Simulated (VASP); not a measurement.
# Li3SeF (Pm-3m) in VASP: vibrations by perturbation theory with PBE

Aim: the vibrations by perturbation theory of Li3SeF with PBE.

All numbers are computed with VASP 6.6.1; they aren't measurements. Logs are shortened: lines on timing, memory, paths and dates and some standing lists are left out, and cuts for length are marked.

**1. The cell of the first run**

It takes space group Pm-3m (No. 221, cubic). The conventional cell has a = 3.996 Å, b = 3.996 Å, c = 3.996 Å, α = 90.00°, β = 90.00°, γ = 90.00°. Li (site symmetry 4/mmm) has 2 F at 2.00 Å within 2.6 Å. Within 3.7 Å of Se (site symmetry m-3m) lie 12 Li at 2.83 Å and 8 F at 3.46 Å. F (site symmetry m-3m) has 6 Li at 2.00 Å within 2.6 Å.

**2. Vibrations by perturbation theory, PBE**

File INCAR:

```
ALGO = Normal ; EDIFF = 1E-8
ENCUT = 520 ; GGA = PE
IBRION = 8 ; ISIF = 2
ISMEAR = 0 ; LASPH = True
LCHARG = False ; LEPSILON = True
LREAL = False ; LWAVE = False
NBANDS = 19 ; NELM = 80
NSW = 1 ; PREC = Accurate
SIGMA = 0.01
```

File KPOINTS:

```
k-points
0
Gamma
  6 6 6
```

File POSCAR:

```
Li3SeF
1.0
    3.9960610014      0.0000000000      0.0000000000
    0.0000000000      3.9960610014      0.0000000000
    0.0000000000      0.0000000000      3.9960610014
Li Se F
3 1 1
Direct
    0.5000000000      0.0000000000      0.5000000000
    0.5000000000      0.5000000000      0.0000000000
    0.0000000000      0.5000000000      0.5000000000
    0.0000000000      0.0000000000      0.0000000000
    0.5000000000      0.5000000000      0.5000000000
```

Potentials or basis: VASP PAW PBE potentials, release 64 (Li_sv, Se, F).

Launch:

```
$ cat potpaw_PBE.64/Li_sv/POTCAR potpaw_PBE.64/Se/POTCAR potpaw_PBE.64/F/POTCAR > POTCAR
$ mpirun -np 1 vasp_std > vasp.out
```

OUTCAR:

```text
EDIFF = 1E-8
   ENCUT = 520
   GGA = PE
   IBRION = 8
   ISIF = 2
   ISMEAR = 0
   LASPH = True
   LEPSILON = True
   LREAL = False
   NELM = 80
   NSW = 1
   PREC = Accurate

 ion  position               nearest neighbor table
   1  0.500  0.000  0.500-   5 2.00   5 2.00
   2  0.500  0.500  0.000-   5 2.00   5 2.00
   3  0.000  0.500  0.500-   5 2.00   5 2.00
   4  0.000  0.000  0.000-
   5  0.500  0.500  0.500-   1 2.00   2 2.00   3 2.00   2 2.00   1 2.00   3 2.00

  LATTYP: Found a simple cubic cell.
 ALAT       =     3.9960610014

  Lattice vectors:

 A1 = (   3.9960610014,   0.0000000000,   0.0000000000)
 A2 = (   0.0000000000,   3.9960610014,   0.0000000000)
 A3 = (   0.0000000000,   0.0000000000,   3.9960610014)

Analysis of symmetry for initial positions (statically):
=====================================================================
 Subroutine PRICEL returns:
 Original cell was already a primitive cell.

 Routine SETGRP: Setting up the symmetry group for a
 simple cubic supercell.

 Subroutine GETGRP returns: Found 48 space group operations
 (whereof 48 operations were pure point group operations)
 out of a pool of 48 trial point group operations.

The static configuration has the point symmetry O_h .

Analysis of symmetry for dynamics (positions and initial velocities):
=====================================================================
 Subroutine PRICEL returns:
[... 734 lines left out ...]
  --------------------------------------------------------------------------------
  x     0.00000     0.00000     0.00000     0.00000     0.00000     0.00000
  y     0.00000     0.00000     0.00000     0.00000     0.00000     0.00000
  z     0.00000     0.00000     0.00000     0.00000     0.00000     0.00000

 SECOND DERIVATIVES (NOT SYMMETRIZED)
 ------------------------------------
               1X          1Y          1Z          2X          2Y          2Z          3X          3Y          3Z          4X          4Y          4Z          5X          5Y          5Z
  1X    -1.194880    0.000000    0.000000   -0.162794    0.000000    0.000000    0.908171    0.000000    0.000000   -0.027412    0.000000    0.000000    0.476915    0.000000    0.000000
  1Y    -0.000000   -3.490971    0.000000    0.000000    0.855543   -0.000000    0.000000    0.855543    0.000000    0.000000    0.549908    0.000000    0.000000    1.229977   -0.000000
  1Z     0.000000    0.000000   -1.194880    0.000000    0.000000    0.908171    0.000000    0.000000   -0.162794    0.000000    0.000000   -0.027412    0.000000    0.000000    0.476915
  2X    -0.162794    0.000000    0.000000   -1.194880    0.000000    0.000000    0.908171    0.000000    0.000000   -0.027412    0.000000    0.000000    0.476915    0.000000    0.000000
  2Y     0.000000    0.908171    0.000000    0.000000   -1.194880    0.000000    0.000000   -0.162794    0.000000    0.000000   -0.027412    0.000000    0.000000    0.476915    0.000000
  2Z     0.000000   -0.000000    0.855543    0.000000   -0.000000   -3.490971   -0.000000    0.000000    0.855543   -0.000000   -0.000000    0.549908    0.000000   -0.000000    1.229977
  3X     0.855543    0.000000    0.000000    0.855543    0.000000   -0.000000   -3.490971   -0.000000    0.000000    0.549908    0.000000   -0.000000    1.229977    0.000000   -0.000000
  3Y     0.000000    0.908171    0.000000    0.000000   -0.162794    0.000000    0.000000   -1.194880    0.000000    0.000000   -0.027412    0.000000    0.000000    0.476915    0.000000
  3Z     0.000000    0.000000   -0.162794    0.000000    0.000000    0.908171    0.000000    0.000000   -1.194880    0.000000    0.000000   -0.027412    0.000000    0.000000    0.476915
  4X     0.032157    0.000000    0.000000    0.032157    0.000000   -0.000000    0.569941   -0.000000    0.000000   -2.658525   -0.000000   -0.000000    2.024271    0.000000   -0.000000
  4Y    -0.000000    0.569941    0.000000    0.000000    0.032157   -0.000000    0.000000    0.032157    0.000000    0.000000   -2.658525   -0.000000    0.000000    2.024271   -0.000000
  4Z     0.000000   -0.000000    0.032157    0.000000    0.000000    0.569941   -0.000000    0.000000    0.032157   -0.000000   -0.000000   -2.658525   -0.000000    0.000000    2.024271
  5X     0.445734   -0.000000    0.000000    0.445734   -0.000000   -0.000000    1.185133   -0.000000    0.000000    2.018798   -0.000000    0.000000   -4.095399    0.000000    0.000000
  5Y     0.000000    1.185133    0.000000   -0.000000    0.445734   -0.000000   -0.000000    0.445734    0.000000   -0.000000    2.018798    0.000000    0.000000   -4.095399    0.000000
  5Z     0.000000   -0.000000    0.445734    0.000000    0.000000    1.185133   -0.000000    0.000000    0.445734    0.000000    0.000000    2.018798   -0.000000    0.000000   -4.095399

 Eigenvectors and eigenvalues of the dynamical matrix
 ----------------------------------------------------

   1 f  =   12.052259 THz    75.726579 2PiTHz  402.020099 cm-1    49.844117 meV
             X         Y         Z           dx          dy          dz
      1.998031  0.000000  1.998031    -0.153084    0.740735   -0.000000
      1.998031  1.998031  0.000000    -0.153084   -0.216953    0.000000
      0.000000  1.998031  1.998031     0.522669   -0.216953    0.000000
      0.000000  0.000000  0.000000    -0.011850   -0.016793   -0.000000
      1.998031  1.998031  1.998031    -0.110447   -0.156527   -0.000000
[... 105 lines left out ...]
  15 f/i=    0.068832 THz     0.432487 2PiTHz    2.296001 cm-1     0.284668 meV
             X         Y         Z           dx          dy          dz
      1.998031  0.000000  1.998031     0.021627   -0.013453   -0.244319
      1.998031  1.998031  0.000000     0.021627   -0.013313   -0.246880
      0.000000  1.998031  1.998031     0.021854   -0.013313   -0.244319
      0.000000  0.000000  0.000000     0.071096   -0.043764   -0.803152
      1.998031  1.998031  1.998031     0.035840   -0.022062   -0.404875

--------------------------------------------------------------------------------------------------------

 MACROSCOPIC STATIC DIELECTRIC TENSOR IONIC CONTRIBUTION
 ------------------------------------------------------
          18.419295    -0.000000    -0.000000
          -0.000000    18.419295     0.000000
          -0.000000     0.000000    18.419295
 ------------------------------------------------------

 ELASTIC MODULI CONTR FROM IONIC RELAXATION (kBar)
 Direction    XX          YY          ZZ          XY          YZ          ZX
 --------------------------------------------------------------------------------
 XX           0.0000      0.0000      0.0000      0.0000      0.0000      0.0000
 YY           0.0000      0.0000      0.0000      0.0000      0.0000      0.0000
 ZZ           0.0000      0.0000      0.0000      0.0000      0.0000      0.0000
 XY           0.0000      0.0000      0.0000      0.0000      0.0000      0.0000
 YZ           0.0000      0.0000      0.0000      0.0000      0.0000      0.0000
 ZX           0.0000      0.0000      0.0000      0.0000      0.0000      0.0000
 --------------------------------------------------------------------------------

 PIEZOELECTRIC TENSOR IONIC CONTR  for field in x, y, z        (C/m^2)
          XX          YY          ZZ          XY          YZ          ZX
  --------------------------------------------------------------------------------
  x     0.00000     0.00000     0.00000     0.00000     0.00000     0.00000
  y     0.00000     0.00000     0.00000     0.00000     0.00000     0.00000
  z     0.00000     0.00000     0.00000     0.00000     0.00000     0.00000
```

Run time: 20 min. Hardware: 1 thread of Intel Xeon Platinum 8259CL at 2.50GHz (Skylake/Cascade Lake), shared host; peak memory 0.32 GiB.

What came out:

```yaml
Electronic_dielectric_tensor_diagonal: 4.34
Born_charges_mean_of_the_diagonal: Li +1.20; Se -2.04; F -1.57 e
Highest_phonon_frequency_at_Γ_LO-TO_splitting_left_out: 402 cm⁻¹
```

Phonon frequencies in cm⁻¹ (negative: imaginary):
| q point | frequencies |
| --- | --- |
| (0.000, 0.000, 0.000) | -2 -2 -2 146 146 146 200 200 200 270 270 270 402 402 402 |

Electronic dielectric tensor:
```
4.34 0.00 0.00
0.00 4.34 0.00
0.00 0.00 4.34
```

Born effective charge tensors (e):
atom 1, Li
```
1.38 0.00 0.00
0.00 0.86 0.00
0.00 0.00 1.38
```
atom 2, Li
```
1.38 0.00 0.00
0.00 1.38 0.00
0.00 0.00 0.86
```
atom 3, Li
```
0.86 0.00 0.00
0.00 1.38 0.00
0.00 0.00 1.38
```
atom 4, Se
```
-2.04  0.00  0.00
 0.00 -2.04  0.00
 0.00  0.00 -2.04
```
atom 5, F
```
-1.57  0.00  0.00
 0.00 -1.57  0.00
 0.00  0.00 -1.57
```
